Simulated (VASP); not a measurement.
# HfC (Fm-3m) in VASP: further runs

Runs on HfC. Level: PBEsol. Tasks: single point.

All numbers are computed with VASP 6.6.1; they aren't measurements. Logs are shortened: lines on timing, memory, paths and dates and some standing lists are left out, and cuts for length are marked.

### Step 1. The cell of the first run

Symmetry: Fm-3m, No. 225, cubic system. Conventional cell: a = 4.607 Å, b = 4.607 Å, c = 4.607 Å, α = 90.00°, β = 90.00°, γ = 90.00°. Within 3.0 Å of Hf (site symmetry m-3m) lie 6 C at 2.30 Å. C (site symmetry m-3m) has 6 Hf at 2.30 Å within 3.0 Å.

### Step 2. Single point, PBEsol

INCAR reads:

```
SYSTEM = HfC
PREC = Accurate
ENCUT = 520
EDIFF = 1E-7
ISMEAR = -1
SIGMA = 0.1
LREAL = .False.
LASPH = .True.
NELM = 60
ALGO = Normal
ISIF = 2
LWAVE = .False.
LCHARG = .False.
GGA = PS
NBANDS = 14
```

KPOINTS reads:

```
regular mesh
0
Gamma
  14 14 14
  0 0 0
```

POSCAR reads:

```
HfC
1.0
    0.0000000000      2.3036295407      2.3036295407
    2.3036295407      0.0000000000      2.3036295407
    2.3036295407      2.3036295407      0.0000000000
Hf C
1 1
Direct
    0.5000000000      0.5000000000      0.5000000000
    0.0000000000      0.0000000000      0.0000000000
```

Potentials or basis: VASP PAW PBE potentials, release 64 (Hf_pv, C).

The run is started by

```
$ cat potpaw_PBE.64/Hf_pv/POTCAR potpaw_PBE.64/C/POTCAR > POTCAR
$ mpirun -np 1 vasp_std > vasp.out
```

OUTCAR:

```text
SYSTEM = HfC
   PREC = Accurate
   ENCUT = 520
   EDIFF = 1E-7
   ISMEAR = -1
   LREAL = .False.
   LASPH = .True.
   NELM = 60
   ISIF = 2
   GGA = PS

 ion  position               nearest neighbor table
   1  0.500  0.500  0.500-   2 2.30   2 2.30   2 2.30   2 2.30   2 2.30   2 2.30
   2  0.000  0.000  0.000-   1 2.30   1 2.30   1 2.30   1 2.30   1 2.30   1 2.30

  LATTYP: Found a face centered cubic cell.
 ALAT       =     4.6072590814

  Lattice vectors:

 A1 = (   0.0000000000,   2.3036295407,   2.3036295407)
 A2 = (   2.3036295407,   0.0000000000,   2.3036295407)
 A3 = (   2.3036295407,   2.3036295407,   0.0000000000)

Analysis of symmetry for initial positions (statically):
=====================================================================
 Subroutine PRICEL returns:
 Original cell was already a primitive cell.

 Routine SETGRP: Setting up the symmetry group for a
 face centered cubic supercell.

 Subroutine GETGRP returns: Found 48 space group operations
[... 9 lines left out ...]

 Routine SETGRP: Setting up the symmetry group for a
 face centered cubic supercell.

 Subroutine GETGRP returns: Found 48 space group operations
[... 11 lines left out ...]
                                     Primitive cell

  volume of cell :      24.4494

  direct lattice vectors                    reciprocal lattice vectors
     0.000000000  2.303629541  2.303629541    -0.217048788  0.217048788  0.217048788
     2.303629541  0.000000000  2.303629541     0.217048788 -0.217048788  0.217048788
     2.303629541  2.303629541  0.000000000     0.217048788  0.217048788 -0.217048788

  length of vectors
     3.257824139  3.257824139  3.257824139     0.375939529  0.375939529  0.375939529

  position of ions in fractional coordinates (direct lattice)
     0.500000000  0.500000000  0.500000000
     0.000000000  0.000000000  0.000000000

  ion indices of the primitive-cell ions
   primitive index   ion index
                 1           1
                 2           2

----------------------------------------------------------------------------------------

 KPOINTS: regular mesh

Automatic generation of k-mesh.
 Grid dimensions read from file:
 generate k-points for:   14   14   14

 Generating k-lattice:

  Cartesian coordinates                     Fractional coordinates (reciprocal lattice)
    -0.015503485  0.015503485  0.015503485     0.071428571  0.000000000  0.000000000
     0.015503485 -0.015503485  0.015503485     0.000000000  0.071428571  0.000000000
     0.015503485  0.015503485 -0.015503485     0.000000000  0.000000000  0.071428571
[... 65 lines left out ...]
   POTIM  = 0.5000    time-step for ionic-motion
   TEBEG  =    0.0;   TEEND  =   0.0 temperature during run
   PSTRESS=    0.0 pullay stress
   NELECT =      14.0000    total number of electrons
   NUPDOWN=      -1.0000    fix difference up-down
   EMIN   =  10.00;   EMAX   =-10.00  energy-range for DOS
   EFERMI =   0.00;   METHOD = LEGACY
   ISMEAR =    -1;   SIGMA  =   0.10  broadening in eV -4-tet -1-fermi 0-gaus
   EFERMI_NEDOS =   21; number of points for ismear=-14 and -15
   IALGO  =     38    algorithm
   IMIX   =      4    mixing-type and parameters
     AMIX     =   0.40;   BMIX     =  1.00
     AMIX_MAG =   1.60;   BMIX_MAG =  1.00
  volume/ion in A,a.u.               =      12.22        82.50
  Fermi-wavevector in a.u.,A,eV,Ry     =   1.359445  2.568978 25.144789  1.848090
  Thomas-Fermi vector in A             =   2.486192
   LORBIT       =      0    0 simple, 1 ext, 2 COOP (PROOUT), +10 PAW based schemes
   GGA     = PS    functional components
   LHFCALC =     F    Hartree Fock is set to
   AEXX    =    0.0000 exact exchange contribution
   IVDW    =     0    specifies the selected vdW correction
   LEPSILON=     F    determine dielectric tensor
   LRPA    =     F    only Hartree local field effects (RPA)
 non-spin polarized calculation
  energy-cutoff  :      520.00
  volume of cell :       24.45
 maximum number of plane-waves:       670
   NGX = 13   NGY = 13   NGZ = 13

 number of electron      14.0000002 magnetization

 Free energy of the ion-electron system (eV)
  ---------------------------------------------------
  ext. energy  EPLUGINS =         0.00000000
  ---------------------------------------------------
  free energy    TOTEN  =       -22.20031107 eV

  energy without entropy =      -22.19062390  energy(sigma->0) =      -22.19546749

 E-fermi :   5.9951     XC(G=0): -12.5575

 val. band max:        5.9701531138   @ k =   0.5000   0.5000   0.0000
 cond. band min:       6.0151632243   @ k =   0.3571   0.2857   0.0000
 fundamental gap:      0.0450101105
 Fermi energy:         5.9951245846

 k-point     1 :       0.0000    0.0000    0.0000
  band No.  band energies     occupation
      1     -23.3453      2.00000
      2     -23.3453      2.00000
      3     -23.3453      2.00000
      4      -6.4098      2.00000
      5       7.0610      0.00005
      6       7.0610      0.00005
      7       7.0610      0.00005
      8       7.3722      0.00000
      9       7.3722      0.00000
     10       7.3722      0.00000
     11       9.4699      0.00000
     12       9.4699      0.00000
     13      13.1815      0.00000
     14      17.0464      0.00000
[... 377 lines left out ...]
      1     -23.7267      2.00000
      2     -23.4397      2.00000
      3     -23.4274      2.00000
      4      -4.7838      2.00000
      5       2.4941      2.00000
      6       4.2979      2.00000
      7       4.8779      1.99997
      8       7.1773      0.00001
      9      10.2438      0.00000
     10      10.5865      0.00000
     11      12.1771      0.00000
     12      13.7461      0.00000
     13      16.9435      0.00000
     14      19.9584      0.00000

 [... further k-points ...]

------------------------ aborting loop because EDIFF is reached ----------------------------------------

  FORCE on cell =-STRESS in cart. coord.  units (eV):
  Direction    XX          YY          ZZ          XY          YZ          ZX
  --------------------------------------------------------------------------------------
  -------------------------------------------------------------------------------------
  Total       -0.0542359     -0.0542359     -0.0542359      0.0000000      0.0000000      0.0000000
  in kB       -3.5541007     -3.5541007     -3.5541007      0.0000000      0.0000000      0.0000000
  external PRESSURE =      -3.5541007 kB  Pullay stress =       0.0000000 kB

 VOLUME and BASIS-vectors are now :
 -----------------------------------------------------------------------------
  energy-cutoff  :      520.00
  volume of cell :       24.45
      direct lattice vectors                 reciprocal lattice vectors
     0.000000000  2.303629541  2.303629541    -0.217048788  0.217048788  0.217048788
     2.303629541  0.000000000  2.303629541     0.217048788 -0.217048788  0.217048788
     2.303629541  2.303629541  0.000000000     0.217048788  0.217048788 -0.217048788

 POSITION                                       TOTAL-FORCE (eV/Angst)
 -----------------------------------------------------------------------------------
      2.30363      2.30363      2.30363        -0.000000      0.000000     -0.000000
      0.00000      0.00000      0.00000         0.000000     -0.000000      0.000000
 -----------------------------------------------------------------------------------
    total drift:                                0.000000     -0.000000      0.000000

  FREE ENERGIE OF THE ION-ELECTRON SYSTEM (eV)
  ---------------------------------------------------
  free  energy   TOTEN  =       -22.2003110740 eV

  energy  without entropy=      -22.1906238975  energy(sigma->0) =      -22.19546749
```

OSZICAR:

```text
N       E                     dE             d eps       ncg     rms          rms(c)
DAV:   1     0.215166394049E+02    0.21517E+02   -0.78284E+03  2936   0.989E+02
DAV:   2    -0.235671758861E+02   -0.45084E+02   -0.42193E+02  3748   0.199E+02
DAV:   3    -0.250704799117E+02   -0.15033E+01   -0.14981E+01  3464   0.262E+01
DAV:   4    -0.250766895341E+02   -0.62096E-02   -0.62092E-02  3478   0.211E+00
DAV:   5    -0.250767265092E+02   -0.36975E-04   -0.36975E-04  3508   0.146E-01    0.609E+01
DAV:   6    -0.222744706019E+02    0.28023E+01   -0.10485E+01  3230   0.172E+01    0.428E+01
DAV:   7    -0.222178593214E+02    0.56611E-01   -0.49597E-01  3650   0.493E+00    0.239E+01
DAV:   8    -0.222052773558E+02    0.12582E-01   -0.58737E-02  3584   0.186E+00    0.499E+00
DAV:   9    -0.222006461693E+02    0.46312E-02   -0.17525E-02  3284   0.759E-01    0.203E+00
DAV:  10    -0.222003182298E+02    0.32794E-03   -0.13401E-03  3778   0.270E-01    0.129E-01
DAV:  11    -0.222003116189E+02    0.66109E-05   -0.77324E-05  3260   0.754E-02    0.322E-02
DAV:  12    -0.222003112340E+02    0.38494E-06   -0.23229E-06  3840   0.123E-02    0.114E-02
DAV:  13    -0.222003110975E+02    0.13643E-06   -0.23183E-07  2902   0.311E-03    0.127E-03
DAV:  14    -0.222003110740E+02    0.23515E-07   -0.31877E-08  2254   0.135E-03
   1 F= -.22200311E+02 E0= -.22195467E+02  d E =-.968718E-02
```

stdout:

```text
POSCAR found type information on POSCAR HfC
 POSCAR found :  2 types and       2 ions
 scaLAPACK will be used
 -----------------------------------------------------------------------------
|                                                                             |
|                                                                             |
|     You enforced a specific xc type in the INCAR file but a different       |
|     I HOPE YOU KNOW WHAT YOU ARE DOING!                                     |
|                                                                             |
 -----------------------------------------------------------------------------

 LDA part: xc-table for (Slater+PW92), standard interpolation
 POSCAR, INCAR and KPOINTS ok, starting setup
 FFT: planning ... GRIDC
 FFT: planning ... GRID_SOFT
 FFT: planning ... GRID
 WAVECAR not read
 entering main loop
```

Wall time 26 s (1 thread of Intel Xeon Platinum 8488C (Sapphire Rapids), shared host); peak memory 0.16 GiB.

Results:

- Free energy: -22.2003 eV
- Pressure: -0.4 GPa
- Band gap on the k mesh: zero (band 7 reaches 7.06 eV, above the bottom of band 8 at 5.61 eV)

Levels at points of the mesh, in eV from the Fermi level:
```tsv
k point	band 4	band 5	band 6	band 7	band 8	band 9	band 10	band 11
(0.00, 0.00, 0.00)	-12.40	1.07	1.07	1.07	1.38	1.38	1.38	3.47
(0.50, 0.00, 0.00)	-8.44	-6.28	-3.06	-3.06	5.48	5.48	5.97	6.68
(0.50, 0.50, 0.00)	-10.46	-2.53	-1.90	-0.02	-0.02	5.49	6.97	6.97
```

Caveat: the PAW data sets were made with another functional, which shifts forces and pressure a little; spin-orbit coupling is left out, which moves the levels of the heavy elements.

### Step 3. Single point, PBEsol

INCAR reads:

```
SYSTEM = HfC
ALGO = Normal ; EDIFF = 1E-7
ENCUT = 520 ; GGA = PS
ISIF = 2 ; ISMEAR = -4
LASPH = .True. ; LCHARG = .False.
LREAL = .False. ; LWAVE = .False.
NBANDS = 14 ; NELM = 80
PREC = Accurate ; SIGMA = 0.1
```

KPOINTS reads:

```
k-points
0
Gamma
  14 14 14
  0 0 0
```

POSCAR is that of step 2.

Potentials or basis: VASP PAW PBE potentials, release 64 (Hf_pv, C).

The run is started by

```
$ cat potpaw_PBE.64/Hf_pv/POTCAR potpaw_PBE.64/C/POTCAR > POTCAR
$ mpirun -np 1 vasp_std > vasp.out
```

OUTCAR:

```text
SYSTEM = HfC
   EDIFF = 1E-7
   ENCUT = 520
   GGA = PS
   ISIF = 2
   ISMEAR = -4
   LASPH = .True.
   LREAL = .False.
   NELM = 80
   PREC = Accurate

 ion  position               nearest neighbor table
   1  0.500  0.500  0.500-   2 2.30   2 2.30   2 2.30   2 2.30   2 2.30   2 2.30
   2  0.000  0.000  0.000-   1 2.30   1 2.30   1 2.30   1 2.30   1 2.30   1 2.30

  LATTYP: Found a face centered cubic cell.
 ALAT       =     4.6072590814

  Lattice vectors:

 A1 = (   0.0000000000,   2.3036295407,   2.3036295407)
 A2 = (   2.3036295407,   0.0000000000,   2.3036295407)
 A3 = (   2.3036295407,   2.3036295407,   0.0000000000)

Analysis of symmetry for initial positions (statically):
=====================================================================
 Subroutine PRICEL returns:
 Original cell was already a primitive cell.

 Routine SETGRP: Setting up the symmetry group for a
 face centered cubic supercell.

 Subroutine GETGRP returns: Found 48 space group operations
[... 9 lines left out ...]

 Routine SETGRP: Setting up the symmetry group for a
 face centered cubic supercell.

 Subroutine GETGRP returns: Found 48 space group operations
[... 11 lines left out ...]
                                     Primitive cell

  volume of cell :      24.4494

  direct lattice vectors                    reciprocal lattice vectors
     0.000000000  2.303629541  2.303629541    -0.217048788  0.217048788  0.217048788
     2.303629541  0.000000000  2.303629541     0.217048788 -0.217048788  0.217048788
     2.303629541  2.303629541  0.000000000     0.217048788  0.217048788 -0.217048788

  length of vectors
     3.257824139  3.257824139  3.257824139     0.375939529  0.375939529  0.375939529

  position of ions in fractional coordinates (direct lattice)
     0.500000000  0.500000000  0.500000000
     0.000000000  0.000000000  0.000000000

  ion indices of the primitive-cell ions
   primitive index   ion index
                 1           1
                 2           2

----------------------------------------------------------------------------------------

[... 100 lines left out ...]
   LEPSILON=     F    determine dielectric tensor
   LRPA    =     F    only Hartree local field effects (RPA)
 non-spin polarized calculation
 Fermi weights with tetrahedron method witout Bloechl corrections
  energy-cutoff  :      520.00
  volume of cell :       24.45
 maximum number of plane-waves:       670
   NGX = 13   NGY = 13   NGZ = 13

 number of electron      14.0000002 magnetization

 Free energy of the ion-electron system (eV)
  ---------------------------------------------------
  ext. energy  EPLUGINS =         0.00000000
  ---------------------------------------------------
  free energy    TOTEN  =       -22.18842694 eV

  energy without entropy =      -22.18842694  energy(sigma->0) =      -22.18842694

 E-fermi :   6.0431     XC(G=0): -12.5572

 val. band max:        6.1250407151   @ k =   0.0714   0.0000   0.0000
 cond. band min:       5.7526317842   @ k =   0.2143   0.2143   0.0000
 fundamental gap:     -0.3724089309
 Fermi energy:         6.0431150910

 k-point     1 :       0.0000    0.0000    0.0000
  band No.  band energies     occupation
      1     -23.3460      2.00000
      2     -23.3460      2.00000
      3     -23.3460      2.00000
      4      -6.4083      2.00000
      5       7.0636      0.04613
      6       7.0636      0.00000
      7       7.0636      0.00000
      8       7.3719      0.00000
      9       7.3719      0.00000
     10       7.3719      0.00000
     11       9.4698      0.00000
     12       9.4698      0.00000
     13      13.1831      0.00000
     14      17.0460      0.00000
[... 377 lines left out ...]
      1     -23.7274      2.00000
      2     -23.4404      2.00000
      3     -23.4281      2.00000
      4      -4.7821      2.00000
      5       2.4955      2.00000
      6       4.2989      2.00000
      7       4.8794      2.00000
      8       7.1775      0.00000
      9      10.2435      0.00000
     10      10.5868      0.00000
     11      12.1779      0.00000
     12      13.7472      0.00000
     13      16.9451      0.00000
     14      19.9575      0.00000

 [... further k-points ...]

------------------------ aborting loop because EDIFF is reached ----------------------------------------

  FORCE on cell =-STRESS in cart. coord.  units (eV):
  Direction    XX          YY          ZZ          XY          YZ          ZX
  --------------------------------------------------------------------------------------
  -------------------------------------------------------------------------------------
  Total       -0.0530296     -0.0530296     -0.0530296      0.0000000      0.0000000     -0.0000000
  in kB       -3.4750477     -3.4750477     -3.4750477      0.0000000      0.0000000     -0.0000000
  external PRESSURE =      -3.4750477 kB  Pullay stress =       0.0000000 kB

 VOLUME and BASIS-vectors are now :
 -----------------------------------------------------------------------------
  energy-cutoff  :      520.00
  volume of cell :       24.45
      direct lattice vectors                 reciprocal lattice vectors
     0.000000000  2.303629541  2.303629541    -0.217048788  0.217048788  0.217048788
     2.303629541  0.000000000  2.303629541     0.217048788 -0.217048788  0.217048788
     2.303629541  2.303629541  0.000000000     0.217048788  0.217048788 -0.217048788

 POSITION                                       TOTAL-FORCE (eV/Angst)
 -----------------------------------------------------------------------------------
      2.30363      2.30363      2.30363         0.000000     -0.000000     -0.000000
      0.00000      0.00000      0.00000        -0.000000      0.000000      0.000000
 -----------------------------------------------------------------------------------
    total drift:                                0.000000     -0.000000      0.000000

  FREE ENERGIE OF THE ION-ELECTRON SYSTEM (eV)
  ---------------------------------------------------
  free  energy   TOTEN  =       -22.1884269406 eV

  energy  without entropy=      -22.1884269406  energy(sigma->0) =      -22.18842694
```

OSZICAR:

```text
N       E                     dE             d eps       ncg     rms          rms(c)
DAV:   1     0.217361531997E+02    0.21736E+02   -0.78284E+03  2936   0.989E+02
DAV:   2    -0.235650913254E+02   -0.45301E+02   -0.42607E+02  3748   0.199E+02
DAV:   3    -0.250690611661E+02   -0.15040E+01   -0.14988E+01  3464   0.262E+01
DAV:   4    -0.250752723084E+02   -0.62111E-02   -0.62107E-02  3478   0.211E+00
DAV:   5    -0.250753093006E+02   -0.36992E-04   -0.36992E-04  3508   0.146E-01    0.609E+01
DAV:   6    -0.222637514122E+02    0.28116E+01   -0.10636E+01  3230   0.172E+01    0.427E+01
DAV:   7    -0.222063849024E+02    0.57367E-01   -0.50670E-01  3638   0.495E+00    0.240E+01
DAV:   8    -0.221933448719E+02    0.13040E-01   -0.59025E-02  3596   0.188E+00    0.505E+00
DAV:   9    -0.221887428188E+02    0.46021E-02   -0.17042E-02  3290   0.756E-01    0.205E+00
DAV:  10    -0.221884347651E+02    0.30805E-03   -0.12820E-03  3802   0.265E-01    0.133E-01
DAV:  11    -0.221884274943E+02    0.72708E-05   -0.75064E-05  3266   0.744E-02    0.327E-02
DAV:  12    -0.221884270953E+02    0.39896E-06   -0.23753E-06  3834   0.124E-02    0.121E-02
DAV:  13    -0.221884269640E+02    0.13134E-06   -0.23363E-07  2902   0.312E-03    0.136E-03
DAV:  14    -0.221884269406E+02    0.23330E-07   -0.31150E-08  2188   0.133E-03
   1 F= -.22188427E+02 E0= -.22188427E+02  d E =0.000000E+00
```

Run time: 23 s. Hardware: 1 thread of Intel Xeon Platinum 8488C (Sapphire Rapids), shared host; peak memory 0.17 GiB.

What came out:

```yaml
Free_energy: -22.1884 eV
Pressure: -0.3 GPa
Band_gap_on_the_k_mesh: zero (band 7 reaches 7.06 eV, above the bottom of band 8 at 5.61 eV)
```

Caveat: the PAW data sets were made with another functional, which shifts forces and pressure a little; spin-orbit coupling is left out, which moves the levels of the heavy elements.

[end of part 1 of 2]
